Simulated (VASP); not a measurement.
# Nb3Sn (Pm-3n) in VASP: single point with PBEsol

Aim: the single point of Nb3Sn with PBEsol.

Everything below comes from runs of VASP 6.6.1. Logs are shortened: lines on timing, memory, paths and dates and some standing lists are left out, and cuts for length are marked.

## Step 1: The cell of the first run

Symmetry: Pm-3n, No. 223, cubic system. The conventional cell has a = 5.362 Å, b = 5.362 Å, c = 5.362 Å, α = 90.00°, β = 90.00°, γ = 90.00°. Within 3.5 Å of Nb (site symmetry -4m2) lie 10 Nb at 2.68 to 3.28 Å and 4 Sn at 3.00 Å. Sn (site symmetry m-3) has 12 Nb at 3.00 Å within 3.9 Å.

## Step 2: Single point, PBEsol (19.27 Å³/atom)

INCAR reads:

```
PREC = Accurate ; ENCUT = 590
EDIFF = 1E-6 ; ISMEAR = 0
SIGMA = 0.1 ; LREAL = False
LASPH = True ; NELM = 300
ALGO = All ; ISIF = 2
LWAVE = False ; LCHARG = False
GGA = PS ; NBANDS = 63
GGA_COMPAT = False ; ISEARCH = 1
KPAR = 4
```

KPOINTS reads:

```
regular mesh
0
Gamma
  8 8 8
```

POSCAR reads:

```
Nb3Sn
1.0
    5.3617069282      0.0000000000      0.0000000000
    0.0000000000      5.3617069282      0.0000000000
    0.0000000000      0.0000000000      5.3617069282
Nb Sn
6 2
Direct
    0.2500000000      0.0000000000      0.5000000000
    0.5000000000      0.7500000000      0.0000000000
    0.7500000000      0.0000000000      0.5000000000
    0.5000000000      0.2500000000      0.0000000000
    0.0000000000      0.5000000000      0.7500000000
    0.0000000000      0.5000000000      0.2500000000
    0.0000000000      0.0000000000      0.0000000000
    0.5000000000      0.5000000000      0.5000000000
```

Potentials or basis: VASP PAW PBE potentials, release 64 (Nb_sv, Sn_d).

Launch:

```console
$ cat potpaw_PBE.64/Nb_sv/POTCAR potpaw_PBE.64/Sn_d/POTCAR > POTCAR
$ mpirun -np 4 vasp_std > vasp.out
```

OUTCAR:

```text
PREC = Accurate
   ENCUT = 590
   EDIFF = 1E-6
   ISMEAR = 0
   LREAL = False
   LASPH = True
   NELM = 300
   ISIF = 2
   GGA = PS

 ion  position               nearest neighbor table
   1  0.250  0.000  0.500-   3 2.68   3 2.68   8 3.00   7 3.00   8 3.00   7 3.00
   2  0.500  0.750  0.000-   4 2.68   4 2.68   8 3.00   8 3.00   7 3.00   7 3.00
   3  0.750  0.000  0.500-   1 2.68   1 2.68   8 3.00   7 3.00   8 3.00   7 3.00
   4  0.500  0.250  0.000-   2 2.68   2 2.68   8 3.00   8 3.00   7 3.00   7 3.00
   5  0.000  0.500  0.750-   6 2.68   6 2.68   8 3.00   7 3.00   7 3.00   8 3.00
   6  0.000  0.500  0.250-   5 2.68   5 2.68   8 3.00   7 3.00   7 3.00   8 3.00
   7  0.000  0.000  0.000-   1 3.00   2 3.00   3 3.00   4 3.00   5 3.00   6 3.00   1 3.00   3 3.00
                             5 3.00   6 3.00   2 3.00   4 3.00
   8  0.500  0.500  0.500-   1 3.00   2 3.00   3 3.00   4 3.00   5 3.00   6 3.00   2 3.00   4 3.00
                             1 3.00   3 3.00   5 3.00   6 3.00

  LATTYP: Found a simple cubic cell.
 ALAT       =     5.3617069282

  Lattice vectors:

 A1 = (   5.3617069282,   0.0000000000,   0.0000000000)
 A2 = (   0.0000000000,   5.3617069282,   0.0000000000)
 A3 = (   0.0000000000,   0.0000000000,   5.3617069282)

Analysis of symmetry for initial positions (statically):
=====================================================================
 Subroutine PRICEL returns:
 Original cell was already a primitive cell.

 Routine SETGRP: Setting up the symmetry group for a
 simple cubic supercell.

 Subroutine GETGRP returns: Found 48 space group operations
 (whereof 24 operations were pure point group operations)
 out of a pool of 48 trial point group operations.

The static configuration has the point symmetry T_h .
 The point group associated with its full space group is O_h .

Analysis of symmetry for dynamics (positions and initial velocities):
=====================================================================
 Subroutine PRICEL returns:
 Original cell was already a primitive cell.

 Routine SETGRP: Setting up the symmetry group for a
 simple cubic supercell.

 Subroutine GETGRP returns: Found 48 space group operations
 (whereof 24 operations were pure point group operations)
 out of a pool of 48 trial point group operations.

The dynamic configuration has the point symmetry T_h .
 The point group associated with its full space group is O_h .

 Subroutine INISYM returns: Found 48 space group operations
 (whereof 24 operations are pure point group operations),
 and found     1 'primitive' translations

----------------------------------------------------------------------------------------

                                     Primitive cell

  volume of cell :     154.1378

  direct lattice vectors                    reciprocal lattice vectors
     5.361706928  0.000000000  0.000000000     0.186507770  0.000000000  0.000000000
     0.000000000  5.361706928  0.000000000     0.000000000  0.186507770  0.000000000
     0.000000000  0.000000000  5.361706928     0.000000000  0.000000000  0.186507770

  length of vectors
     5.361706928  5.361706928  5.361706928     0.186507770  0.186507770  0.186507770

  position of ions in fractional coordinates (direct lattice)
     0.250000000  0.000000000  0.500000000
     0.500000000  0.750000000  0.000000000
     0.750000000  0.000000000  0.500000000
     0.500000000  0.250000000  0.000000000
     0.000000000  0.500000000  0.750000000
     0.000000000  0.500000000  0.250000000
     0.000000000  0.000000000  0.000000000
     0.500000000  0.500000000  0.500000000

  ion indices of the primitive-cell ions
   primitive index   ion index
                 1           1
                 2           2
                 3           3
                 4           4
                 5           5
                 6           6
                 7           7
                 8           8

----------------------------------------------------------------------------------------

 KPOINTS: regular mesh

Automatic generation of k-mesh.
 Grid dimensions read from file:
 generate k-points for:    8    8    8

 Generating k-lattice:

  Cartesian coordinates                     Fractional coordinates (reciprocal lattice)
     0.023313471  0.000000000  0.000000000     0.125000000  0.000000000  0.000000000
     0.000000000  0.023313471  0.000000000     0.000000000  0.125000000  0.000000000
     0.000000000  0.000000000  0.023313471     0.000000000  0.000000000  0.125000000

  Length of vectors
     0.023313471  0.023313471  0.023313471

  Shift w.r.t. Gamma in fractional coordinates (k-lattice)
     0.000000000  0.000000000  0.000000000

 Subroutine IBZKPT returns following result:
 ===========================================

 Found     35 irreducible k-points:

 Following reciprocal coordinates:
            Coordinates               Weight
  0.000000  0.000000  0.000000      1.000000
  0.125000  0.000000  0.000000      6.000000
  0.250000  0.000000  0.000000      6.000000
  0.375000  0.000000  0.000000      6.000000
  0.500000  0.000000  0.000000      3.000000
  0.125000  0.125000  0.000000     12.000000
[... 16 lines left out ...]
  0.375000  0.375000  0.125000     24.000000
  0.500000  0.375000  0.125000     24.000000
 [... further k-points ...]
   k-points           NKPTS =     35   k-points in BZ     NKDIM =     35   number of bands    NBANDS=     63
   number of dos      NEDOS =    301   number of ions     NIONS =      8
   total plane-waves  NPLWV =  74088
   dimension x,y,z NGX =    42 NGY =   42 NGZ =   42
   dimension x,y,z NGXF=    84 NGYF=   84 NGZF=   84
   ions per type =               6   2
   NGX,Y,Z   is equivalent  to a cutoff of  13.02, 13.02, 13.02 a.u.
   NGXF,Y,Z  is equivalent  to a cutoff of  26.05, 26.05, 26.05 a.u.
 SYSTEM =  unknown system
   PREC   = accura    normal or accurate (medium, high low for compatibility)
   ISTART =      0    job   : 0-new  1-cont  2-samecut
   ICHARG =      2    charge: 1-file 2-atom 10-const
   ISPIN  =      1    spin polarized calculation?
   LNONCOLLINEAR =      F non collinear calculations
   LSORBIT =      F    spin-orbit coupling
   LASPH  =      T    aspherical Exc in radial PAW
   ENCUT  =  590.0 eV  43.36 Ry    6.59 a.u.  10.62 10.62 10.62*2*pi/ulx,y,z
   NELM   =    300;   NELMIN=  2; NELMDL= -5     # of ELM steps
   EDIFF  = 0.1E-05   stopping-criterion for ELM
   LREAL  =      F    real-space projection
   EDIFFG = 0.1E-04   stopping-criterion for IOM
   NSW    =      0    number of steps for IOM
   IBRION =     -1    ionic relax: 0-MD 1-quasi-New 2-CG
   NFREE  =      0    steps in history (QN), initial steepest desc. (CG)
   ISIF   =      2    stress and relaxation
   ISYM   =      2    0-nonsym 1-usesym 2-fastsym
   POTIM  = 0.5000    time-step for ionic-motion
   TEBEG  =    0.0;   TEEND  =   0.0 temperature during run
   PSTRESS=    0.0 pullay stress
   NELECT =     106.0000    total number of electrons
   NUPDOWN=      -1.0000    fix difference up-down
   EMIN   =  10.00;   EMAX   =-10.00  energy-range for DOS
   EFERMI =   0.00;   METHOD = LEGACY
   ISMEAR =     0;   SIGMA  =   0.10  broadening in eV -4-tet -1-fermi 0-gaus
   EFERMI_NEDOS =   21; number of points for ismear=-14 and -15
   IALGO  =     58    algorithm
   IMIX   =      4    mixing-type and parameters
     AMIX     =   0.40;   BMIX     =  1.00
     AMIX_MAG =   1.60;   BMIX_MAG =  1.00
  volume/ion in A,a.u.               =      19.27       130.02
  Fermi-wavevector in a.u.,A,eV,Ry     =   1.445020  2.730691 28.410072  2.088081
  Thomas-Fermi vector in A             =   2.563249
   LORBIT       =      0    0 simple, 1 ext, 2 COOP (PROOUT), +10 PAW based schemes
   GGA     = PS    functional components
   LHFCALC =     F    Hartree Fock is set to
   AEXX    =    0.0000 exact exchange contribution
   IVDW    =     0    specifies the selected vdW correction
   LEPSILON=     F    determine dielectric tensor
   LRPA    =     F    only Hartree local field effects (RPA)
 non-spin polarized calculation
 Gauss-broadening in eV      SIGMA  =   0.10
  energy-cutoff  :      590.00
  volume of cell :      154.14
 maximum number of plane-waves:      5056
   NGX = 21   NGY = 21   NGZ = 21

 number of electron     106.0000000 magnetization

 Free energy of the ion-electron system (eV)
  ---------------------------------------------------
  ext. energy  EPLUGINS =         0.00000000
  ---------------------------------------------------
  free energy    TOTEN  =       -75.70323276 eV

  energy without entropy =      -75.62841070  energy(sigma->0) =      -75.66582173

 E-fermi :  10.6811     XC(G=0): -12.2645

 val. band max:       10.6783023235   @ k =   0.5000   0.5000   0.3750
 cond. band min:      10.6808108541   @ k =   0.1250   0.1250   0.0000
 fundamental gap:      0.0025085306
 Fermi energy:        10.6811323027

 k-point     1 :       0.0000    0.0000    0.0000
  band No.  band energies     occupation
      1     -43.8681      2.00000
      2     -43.8080      2.00000
      3     -43.8080      2.00000
      4     -43.6167      2.00000
      5     -43.6167      2.00000
      6     -43.6167      2.00000
[... 55 lines left out ...]
     62      14.2421      0.00000
     63      14.3383      0.00000

 k-point     2 :       0.1250    0.0000    0.0000
  band No.  band energies     occupation
      1     -43.8641      2.00000
      2     -43.8097      2.00000
      3     -43.8026      2.00000
      4     -43.6248      2.00000
      5     -43.6167      2.00000
      6     -43.6167      2.00000
[... 55 lines left out ...]
     62      14.2103      0.00000
     63      14.3404      0.00000

 k-point     3 :       0.2500    0.0000    0.0000
  band No.  band energies     occupation
      1     -43.8543      2.00000
      2     -43.8146      2.00000
      3     -43.7856      2.00000
      4     -43.6476      2.00000
      5     -43.6167      2.00000
      6     -43.6167      2.00000
[... 1375 lines left out ...]
     62      13.3190      0.00000
     63      13.4152      0.00000

 k-point    24 :       0.5000    0.3750    0.1250
  band No.  band energies     occupation
      1     -43.8207      2.00000
      2     -43.7694      2.00000
      3     -43.7232      2.00000
      4     -43.7209      2.00000
      5     -43.6804      2.00000
      6     -43.6250      2.00000
[... 55 lines left out ...]
     62      13.2448      0.00000
     63      13.3551      0.00000

 [... further k-points ...]

------------------------ aborting loop because EDIFF is reached ----------------------------------------

  FORCE on cell =-STRESS in cart. coord.  units (eV):
  Direction    XX          YY          ZZ          XY          YZ          ZX
  --------------------------------------------------------------------------------------
  -------------------------------------------------------------------------------------
  Total       -8.8787059     -8.8787059     -8.8787059     -0.0000000      0.0000000      0.0000000
  in kB      -92.2892336    -92.2892336    -92.2892336     -0.0000000      0.0000000      0.0000000
  external PRESSURE =     -92.2892336 kB  Pullay stress =       0.0000000 kB

 VOLUME and BASIS-vectors are now :
 -----------------------------------------------------------------------------
  energy-cutoff  :      590.00
  volume of cell :      154.14
      direct lattice vectors                 reciprocal lattice vectors
     5.361706928  0.000000000  0.000000000     0.186507770  0.000000000  0.000000000
     0.000000000  5.361706928  0.000000000     0.000000000  0.186507770  0.000000000
     0.000000000  0.000000000  5.361706928     0.000000000  0.000000000  0.186507770

 POSITION                                       TOTAL-FORCE (eV/Angst)
 -----------------------------------------------------------------------------------
      1.34043      0.00000      2.68085        -0.000000     -0.000000     -0.000000
      2.68085      4.02128      0.00000         0.000000      0.000000      0.000000
      4.02128      0.00000      2.68085         0.000000      0.000000      0.000000
      2.68085      1.34043      0.00000        -0.000000     -0.000000     -0.000000
      0.00000      2.68085      4.02128        -0.000000     -0.000000      0.000000
      0.00000      2.68085      1.34043         0.000000     -0.000000     -0.000000
      0.00000      0.00000      0.00000         0.000000      0.000000     -0.000000
      2.68085      2.68085      2.68085         0.000000      0.000000     -0.000000
 -----------------------------------------------------------------------------------
    total drift:                                0.000000     -0.000000     -0.000000

  FREE ENERGIE OF THE ION-ELECTRON SYSTEM (eV)
  ---------------------------------------------------
  free  energy   TOTEN  =       -75.7032327619 eV

  energy  without entropy=      -75.6284167703  energy(sigma->0) =      -75.66582477
```

Wall time 3.3 min (4 MPI ranks of AMD EPYC 7R43 (Zen 3), shared host); peak memory 0.76 GiB.

What came out:

```
Free energy            : -75.7032 eV
Pressure               : -9.2 GPa
Band gap on the k mesh : zero (bands 53 and 54 overlap by 0.60 eV)
```

Caveat: the cell stands under tension; the PAW data sets were made with another functional, which shifts forces and pressure a little; spin-orbit coupling is left out, which moves the levels of the heavy elements.
